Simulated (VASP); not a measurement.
# Sn3Ru (Fm-3m) in VASP: further runs

Runs on Sn3Ru. Level: PBE. Tasks: single point, relaxation of cell and atoms.

Program: VASP 6.6.1. These are calculated values, not measurements. Logs are shortened: lines on timing, memory, paths and dates and some standing lists are left out, and cuts for length are marked.

## 1. The cell of the first run

The structure is cubic, space group Fm-3m (No. 225). Conventional cell: a = 7.042 Å, b = 7.042 Å, c = 7.042 Å, α = 90.00°, β = 90.00°, γ = 90.00°. Within 4.0 Å of Sn (site symmetry -43m) lie 10 Sn at 3.05 to 3.52 Å and 4 Ru at 3.05 Å. Sn (site symmetry m-3m) has 8 Sn at 3.05 Å and 6 Ru at 3.52 Å within 4.0 Å. Ru (site symmetry m-3m) has 14 Sn at 3.05 to 3.52 Å within 4.0 Å.

The cell was built from a structure type or drawn by symmetry, and may not be a known phase.

## 2. Single point, PBE

Input file INCAR:

```
ALGO = Fast ; EDIFF = 1E-6
ENCUT = 520 ; GGA = PE
ISIF = 2 ; ISMEAR = 0
LASPH = T ; LCHARG = F
LREAL = F ; LWAVE = F
NBANDS = 36 ; NELM = 100
PREC = Accurate ; SIGMA = 0.1
```

Input file KPOINTS:

```
k-points
0
Gamma
  4 4 4
```

Input file POSCAR:

```
Sn3Ru
1.0
    0.0000000000      3.5208581860      3.5208581860
    3.5208581860      0.0000000000      3.5208581860
    3.5208581860      3.5208581860      0.0000000000
Sn Ru
3 1
Direct
    0.2500000000      0.2500000000      0.2500000000
    0.7500000000      0.7500000000      0.7500000000
    0.5000000000      0.5000000000      0.5000000000
    0.0000000000      0.0000000000      0.0000000000
```

Potentials or basis: VASP PAW PBE potentials, release 64 (Sn_d, Ru_pv).

The run is started by

```console
> cat potpaw_PBE.64/Sn_d/POTCAR potpaw_PBE.64/Ru_pv/POTCAR > POTCAR
> mpirun -np 1 vasp_std > vasp.out
```

OUTCAR:

```text
EDIFF = 1E-6
   ENCUT = 520
   GGA = PE
   ISIF = 2
   ISMEAR = 0
   LASPH = T
   LREAL = F
   NELM = 100
   PREC = Accurate

 ion  position               nearest neighbor table
   1  0.250  0.250  0.250-   4 3.05   4 3.05   4 3.05   3 3.05   4 3.05   3 3.05   3 3.05   3 3.05
                             2 3.52   2 3.52   2 3.52   2 3.52   2 3.52   2 3.52
   2  0.750  0.750  0.750-   3 3.05   3 3.05   3 3.05   3 3.05   4 3.05   4 3.05   4 3.05   4 3.05
                             1 3.52   1 3.52   1 3.52   1 3.52   1 3.52   1 3.52
   3  0.500  0.500  0.500-   1 3.05   1 3.05   1 3.05   1 3.05   2 3.05   2 3.05   2 3.05   2 3.05
                             4 3.52   4 3.52   4 3.52   4 3.52   4 3.52   4 3.52
   4  0.000  0.000  0.000-   2 3.05   2 3.05   2 3.05   1 3.05   2 3.05   1 3.05   1 3.05   1 3.05
                             3 3.52   3 3.52   3 3.52   3 3.52   3 3.52   3 3.52

  LATTYP: Found a face centered cubic cell.
 ALAT       =     7.0417163720

  Lattice vectors:

 A1 = (   0.0000000000,   3.5208581860,   3.5208581860)
 A2 = (   3.5208581860,   0.0000000000,   3.5208581860)
 A3 = (   3.5208581860,   3.5208581860,   0.0000000000)

Analysis of symmetry for initial positions (statically):
=====================================================================
 Subroutine PRICEL returns:
 Original cell was already a primitive cell.

 Routine SETGRP: Setting up the symmetry group for a
 face centered cubic supercell.

 Subroutine GETGRP returns: Found 48 space group operations
 (whereof 48 operations were pure point group operations)
 out of a pool of 48 trial point group operations.

The static configuration has the point symmetry O_h .

Analysis of symmetry for dynamics (positions and initial velocities):
=====================================================================
 Subroutine PRICEL returns:
 Original cell was already a primitive cell.

 Routine SETGRP: Setting up the symmetry group for a
 face centered cubic supercell.

 Subroutine GETGRP returns: Found 48 space group operations
 (whereof 48 operations were pure point group operations)
 out of a pool of 48 trial point group operations.

The dynamic configuration has the point symmetry O_h .

 Subroutine INISYM returns: Found 48 space group operations
 (whereof 48 operations are pure point group operations),
 and found     1 'primitive' translations

----------------------------------------------------------------------------------------

                                     Primitive cell

  volume of cell :      87.2922

  direct lattice vectors                    reciprocal lattice vectors
     0.000000000  3.520858186  3.520858186    -0.142010832  0.142010832  0.142010832
     3.520858186  0.000000000  3.520858186     0.142010832 -0.142010832  0.142010832
     3.520858186  3.520858186  0.000000000     0.142010832  0.142010832 -0.142010832

  length of vectors
     4.979245398  4.979245398  4.979245398     0.245969976  0.245969976  0.245969976

  position of ions in fractional coordinates (direct lattice)
     0.250000000  0.250000000  0.250000000
     0.750000000  0.750000000  0.750000000
     0.500000000  0.500000000  0.500000000
     0.000000000  0.000000000  0.000000000

  ion indices of the primitive-cell ions
   primitive index   ion index
                 1           1
                 2           2
                 3           3
                 4           4

----------------------------------------------------------------------------------------

 KPOINTS: k-points

Automatic generation of k-mesh.
 Grid dimensions read from file:
 generate k-points for:    4    4    4

 Generating k-lattice:

  Cartesian coordinates                     Fractional coordinates (reciprocal lattice)
    -0.035502708  0.035502708  0.035502708     0.250000000  0.000000000  0.000000000
     0.035502708 -0.035502708  0.035502708     0.000000000  0.250000000  0.000000000
     0.035502708  0.035502708 -0.035502708     0.000000000  0.000000000  0.250000000

  Length of vectors
     0.061492494  0.061492494  0.061492494

  Shift w.r.t. Gamma in fractional coordinates (k-lattice)
     0.000000000  0.000000000  0.000000000

 Subroutine IBZKPT returns following result:
 ===========================================

 Found      8 irreducible k-points:

 Following reciprocal coordinates:
            Coordinates               Weight
  0.000000  0.000000  0.000000      1.000000
  0.250000  0.000000  0.000000      8.000000
  0.500000  0.000000  0.000000      4.000000
  0.250000  0.250000  0.000000      6.000000
  0.500000  0.250000  0.000000     24.000000
 -0.250000  0.250000  0.000000     12.000000
  0.500000  0.500000  0.000000      3.000000
 -0.250000  0.500000  0.250000      6.000000
   k-points           NKPTS =      8   k-points in BZ     NKDIM =      8   number of bands    NBANDS=     36
   number of dos      NEDOS =    301   number of ions     NIONS =      4
   total plane-waves  NPLWV =  64000
   dimension x,y,z NGX =    40 NGY =   40 NGZ =   40
   dimension x,y,z NGXF=    80 NGYF=   80 NGZF=   80
   ions per type =               3   1
   NGX,Y,Z   is equivalent  to a cutoff of  13.36, 13.36, 13.36 a.u.
   NGXF,Y,Z  is equivalent  to a cutoff of  26.71, 26.71, 26.71 a.u.
 SYSTEM =  unknown system
   PREC   = accura    normal or accurate (medium, high low for compatibility)
   ISTART =      0    job   : 0-new  1-cont  2-samecut
   ICHARG =      2    charge: 1-file 2-atom 10-const
   ISPIN  =      1    spin polarized calculation?
   LNONCOLLINEAR =      F non collinear calculations
   LSORBIT =      F    spin-orbit coupling
   LASPH  =      T    aspherical Exc in radial PAW
   ENCUT  =  520.0 eV  38.22 Ry    6.18 a.u.   9.26  9.26  9.26*2*pi/ulx,y,z
   NELM   =    100;   NELMIN=  2; NELMDL= -5     # of ELM steps
   EDIFF  = 0.1E-05   stopping-criterion for ELM
   LREAL  =      F    real-space projection
   EDIFFG = 0.1E-04   stopping-criterion for IOM
   NSW    =      0    number of steps for IOM
   IBRION =     -1    ionic relax: 0-MD 1-quasi-New 2-CG
   NFREE  =      0    steps in history (QN), initial steepest desc. (CG)
   ISIF   =      2    stress and relaxation
   ISYM   =      2    0-nonsym 1-usesym 2-fastsym
   POTIM  = 0.5000    time-step for ionic-motion
   TEBEG  =    0.0;   TEEND  =   0.0 temperature during run
   PSTRESS=    0.0 pullay stress
   NELECT =      56.0000    total number of electrons
   NUPDOWN=      -1.0000    fix difference up-down
   EMIN   =  10.00;   EMAX   =-10.00  energy-range for DOS
   EFERMI =   0.00;   METHOD = LEGACY
   ISMEAR =     0;   SIGMA  =   0.10  broadening in eV -4-tet -1-fermi 0-gaus
   EFERMI_NEDOS =   21; number of points for ismear=-14 and -15
   IALGO  =     68    algorithm
   IMIX   =      4    mixing-type and parameters
     AMIX     =   0.40;   BMIX     =  1.00
     AMIX_MAG =   1.60;   BMIX_MAG =  1.00
  volume/ion in A,a.u.               =      21.82       147.27
  Fermi-wavevector in a.u.,A,eV,Ry     =   1.411927  2.668156 27.123737  1.993538
  Thomas-Fermi vector in A             =   2.533728
   LORBIT       =      0    0 simple, 1 ext, 2 COOP (PROOUT), +10 PAW based schemes
   GGA     = PE    functional components
   LHFCALC =     F    Hartree Fock is set to
   AEXX    =    0.0000 exact exchange contribution
   IVDW    =     0    specifies the selected vdW correction
   LEPSILON=     F    determine dielectric tensor
   LRPA    =     F    only Hartree local field effects (RPA)
 non-spin polarized calculation
 RMM-DIIS sequential band-by-band and
 Gauss-broadening in eV      SIGMA  =   0.10
  energy-cutoff  :      520.00
  volume of cell :       87.29
 maximum number of plane-waves:      2397
 NGX is ok and might be reduce to    40
   NGX = 19   NGY = 19   NGZ = 19

 number of electron      56.0000001 magnetization

 Free energy of the ion-electron system (eV)
  ---------------------------------------------------
  ext. energy  EPLUGINS =         0.00000000
  ---------------------------------------------------
  free energy    TOTEN  =       -19.33266877 eV

  energy without entropy =      -19.32230363  energy(sigma->0) =      -19.32748620

 E-fermi :   9.5555     XC(G=0): -11.4074

 val. band max:        9.5405375819   @ k =  -0.2500   0.2500   0.0000
 cond. band min:       9.9027127466   @ k =  -0.2500   0.5000   0.2500
 fundamental gap:      0.3621751647
 Fermi energy:         9.5554515526

 k-point     1 :       0.0000    0.0000    0.0000
  band No.  band energies     occupation
      1     -32.2012      2.00000
      2     -32.2012      2.00000
      3     -32.2012      2.00000
      4     -12.0940      2.00000
      5     -12.0940      2.00000
      6     -12.0940      2.00000
[... 28 lines left out ...]
     35      11.9095      0.00000
     36      15.0110      0.00000

 k-point     2 :       0.2500    0.0000    0.0000
  band No.  band energies     occupation
      1     -32.2014      2.00000
      2     -32.2012      2.00000
      3     -32.2012      2.00000
      4     -12.1033      2.00000
      5     -12.1033      2.00000
      6     -12.0931      2.00000
[... 28 lines left out ...]
     35      14.0442      0.00000
     36      17.9074      0.00000

 k-point     3 :       0.5000    0.0000    0.0000
  band No.  band energies     occupation
      1     -32.2017      2.00000
      2     -32.2013      2.00000
      3     -32.2013      2.00000
      4     -12.1125      2.00000
      5     -12.1125      2.00000
      6     -12.0874      2.00000
[... 28 lines left out ...]
     35      15.6927      0.00000
     36      15.7471      0.00000

 k-point     4 :       0.2500    0.2500    0.0000
  band No.  band energies     occupation
      1     -32.2015      2.00000
      2     -32.2013      2.00000
      3     -32.2013      2.00000
      4     -12.1091      2.00000
      5     -12.1091      2.00000
      6     -12.0849      2.00000
[... 28 lines left out ...]
     35      15.0578      0.00000
     36      16.3838      0.00000

 k-point     5 :       0.5000    0.2500    0.0000
  band No.  band energies     occupation
      1     -32.2016      2.00000
      2     -32.2014      2.00000
      3     -32.2013      2.00000
      4     -12.1164      2.00000
      5     -12.1098      2.00000
      6     -12.0894      2.00000
[... 28 lines left out ...]
     35      15.2899      0.00000
     36      16.8298      0.00000

 k-point     6 :      -0.2500    0.2500    0.0000
  band No.  band energies     occupation
      1     -32.2016      2.00000
      2     -32.2014      2.00000
      3     -32.2013      2.00000
      4     -12.1105      2.00000
      5     -12.1066      2.00000
      6     -12.0958      2.00000
[... 28 lines left out ...]
     35      15.2713      0.00000
     36      16.5732      0.00000

 k-point     7 :       0.5000    0.5000    0.0000
  band No.  band energies     occupation
      1     -32.2017      2.00000
      2     -32.2013      2.00000
      3     -32.2013      2.00000
      4     -12.1203      2.00000
      5     -12.1203      2.00000
      6     -12.0775      2.00000
[... 28 lines left out ...]
     35      14.7188      0.00000
     36      16.5999      0.00000

 k-point     8 :      -0.2500    0.5000    0.2500
  band No.  band energies     occupation
      1     -32.2015      2.00000
      2     -32.2015      2.00000
      3     -32.2013      2.00000
      4     -12.1183      2.00000
      5     -12.1001      2.00000
      6     -12.1001      2.00000
[... 28 lines left out ...]
     35      15.2483      0.00000
     36      17.6412      0.00000

------------------------ aborting loop because EDIFF is reached ----------------------------------------

  FORCE on cell =-STRESS in cart. coord.  units (eV):
  Direction    XX          YY          ZZ          XY          YZ          ZX
  --------------------------------------------------------------------------------------
  -------------------------------------------------------------------------------------
  Total       -0.0022739     -0.0022739     -0.0022739      0.0000000      0.0000000      0.0000000
  in kB       -0.0417349     -0.0417349     -0.0417349      0.0000000      0.0000000      0.0000000
  external PRESSURE =      -0.0417349 kB  Pullay stress =       0.0000000 kB

 VOLUME and BASIS-vectors are now :
 -----------------------------------------------------------------------------
  energy-cutoff  :      520.00
  volume of cell :       87.29
      direct lattice vectors                 reciprocal lattice vectors
     0.000000000  3.520858186  3.520858186    -0.142010832  0.142010832  0.142010832
     3.520858186  0.000000000  3.520858186     0.142010832 -0.142010832  0.142010832
     3.520858186  3.520858186  0.000000000     0.142010832  0.142010832 -0.142010832

 POSITION                                       TOTAL-FORCE (eV/Angst)
 -----------------------------------------------------------------------------------
      1.76043      1.76043      1.76043        -0.000000     -0.000000     -0.000000
      5.28129      5.28129      5.28129         0.000000      0.000000      0.000000
      3.52086      3.52086      3.52086         0.000000      0.000000     -0.000000
      0.00000      0.00000      0.00000         0.000000      0.000000     -0.000000
 -----------------------------------------------------------------------------------
    total drift:                               -0.000000      0.000000      0.000000

  FREE ENERGIE OF THE ION-ELECTRON SYSTEM (eV)
  ---------------------------------------------------
  free  energy   TOTEN  =       -19.3326687692 eV

  energy  without entropy=      -19.3223036265  energy(sigma->0) =      -19.32748620
```

It took 71 s on 1 thread of Intel Xeon 8259CL, shared host; peak memory 0.24 GiB.

What came out:

- Free energy: -19.3327 eV
- Pressure: 0.0 GPa
- Band gap on the k mesh: zero (bands 28 and 29 overlap by 1.25 eV)

Caveat: the k points lie up to 0.39 Å⁻¹ apart, too coarse for converged energies and pressures of a metal; spin-orbit coupling is left out, which moves the levels of the heavy elements.

## 3. Single point, PBE

This run uses another cell than the first one, of 32.53 Å³/atom.

Input file INCAR:

```
SYSTEM = Sn3Ru
ALGO = Normal
EDIFF = 1E-7
ENCUT = 520
GGA = PE
ISIF = 2
ISMEAR = 0
LASPH = .TRUE.
LCHARG = .FALSE.
LREAL = .FALSE.
LWAVE = .FALSE.
NBANDS = 36
NELM = 80
PREC = Accurate
SIGMA = 0.1
```

Input file KPOINTS:

```
k-points
0
G
  4 4 4
  0 0 0
```

Input file POSCAR:

```
Sn3Ru
1.0
    0.0000000000      4.0218970100      4.0218970100
    4.0218970100      0.0000000000      4.0218970100
    4.0218970100      4.0218970100      0.0000000000
Sn Ru
3 1
Direct
    0.2500000000      0.2500000000      0.2500000000
    0.7500000000      0.7500000000      0.7500000000
    0.5000000000      0.5000000000      0.5000000000
    0.0000000000      0.0000000000      0.0000000000
```

Potentials or basis: VASP PAW PBE potentials, release 64 (Sn_d, Ru_pv).

The run is started by

```console
> cat potpaw_PBE.64/Sn_d/POTCAR potpaw_PBE.64/Ru_pv/POTCAR > POTCAR
> mpirun -np 1 vasp_std > vasp.out
```

Wall time 97 s (1 thread of Intel Xeon 8259CL, shared host); peak memory 0.26 GiB.

Results (log left out):

- Free energy: -16.7600 eV
- Pressure: -12.8 GPa
- Band gap on the k mesh: zero (bands 28 and 29 overlap by 0.71 eV)

Levels at points of the mesh, in eV from the Fermi level:
```tsv
k point	band 25	band 26	band 27	band 28	band 29	band 30	band 31	band 32
(0.00, 0.00, 0.00)	-0.57	-0.57	-0.43	-0.43	-0.43	1.32	1.32	1.32
(0.50, 0.00, 0.00)	-0.61	-0.61	-0.19	-0.19	0.08	0.53	0.53	1.86
(0.50, 0.50, 0.00)	-0.68	-0.68	-0.46	-0.32	-0.02	2.07	3.09	3.09
```

Caveat: the cell stands under tension; spin-orbit coupling is left out, which moves the levels of the heavy elements.

## 4. Relaxation of cell and atoms, PBE

This run uses another cell than the first one, of 32.53 Å³/atom.

Input file INCAR:

```
ALGO     = Normal         # electronic algorithm
EDIFF    = 1E-6           # SCF threshold, eV
EDIFFG   = -0.04          # ionic threshold
ENCUT    = 600            # plane-wave cutoff, eV
GGA      = PE             # functional
IBRION   = 2              # ionic algorithm
ISIF     = 3              # what is computed and relaxed
ISMEAR   = 0              # smearing method
LASPH    = T              # aspherical terms in the spheres
LCHARG   = F              # write CHGCAR
LREAL    = F              # projectors in reciprocal space
LWAVE    = F              # write WAVECAR
NELM     = 80             # most SCF steps
NSW      = 90             # ionic steps
PREC     = Accurate       # precision mode
SIGMA    = 0.1            # smearing width, eV
```

Input file KPOINTS:

```
k-points
0
Gamma
  4 4 4
```

POSCAR is that of step 3.

The run is started by

```console
> cat potpaw_PBE.64/Sn_d/POTCAR potpaw_PBE.64/Ru_pv/POTCAR > POTCAR
> mpirun -np 1 vasp_std > vasp.out
```

It took 3.6 min on 1 thread of Intel Xeon 8259CL, shared host; peak memory 0.35 GiB.

The run converged. Its results:

- Free energy: -19.3371 eV
- Relaxed volume: 21.83 Å³/atom
- Relaxed cell: a = 4.979 Å, b = 4.979 Å, c = 4.979 Å, α = 60.00°, β = 60.00°, γ = 60.00°
- Space group after relaxing (to 0.1 Å): Fm-3m (No. 225)
- Energy gained by relaxing: 644.3 meV/atom
- Ionic steps: 3
- Pressure after relaxing: 0.0 GPa
- Band gap on the k mesh: zero (bands 28 and 29 overlap by 1.25 eV)

Step by step:
| step | energy change (eV) | largest force (eV/Å) | pressure (GPa) | volume (Å³) |
| --- | --- | --- | --- | --- |
| 1 | 0.0000 | 0.0000 | -12.83 | 130.11 |
| 2 | -2.5769 | 0.0000 | 0.35 | 86.96 |
| 3 | -2.5773 | 0.0000 | 0.03 | 87.30 |

Final structure:
```
Sn Ru
1.0
     0.00000    3.52103    3.52103
     3.52103    0.00000    3.52103
     3.52103    3.52103    0.00000
Sn Ru
3 1
Direct
  0.25000 0.25000 0.25000
  0.75000 0.75000 0.75000
  0.50000 0.50000 0.50000
  0.00000 0.00000 0.00000
```

Levels at points of the mesh, in eV from the Fermi level:
```
           k point  band 25  band 26  band 27  band 28  band 29  band 30  band 31  band 32
(0.00, 0.00, 0.00)    -1.15    -1.15    -0.89    -0.89    -0.89     2.12     2.12     2.12
(0.50, 0.00, 0.00)    -1.18    -1.18    -0.69    -0.69     0.97     0.97     1.04     3.65
(0.50, 0.50, 0.00)    -1.24    -1.24    -0.95    -0.34     0.45     4.16     4.67     4.67
```

Caveat: the volume moved by over 15 % at a fixed basis, so the end points are rough; spin-orbit coupling is left out, which moves the levels of the heavy elements.

(Part 1 of 2 ends here.)
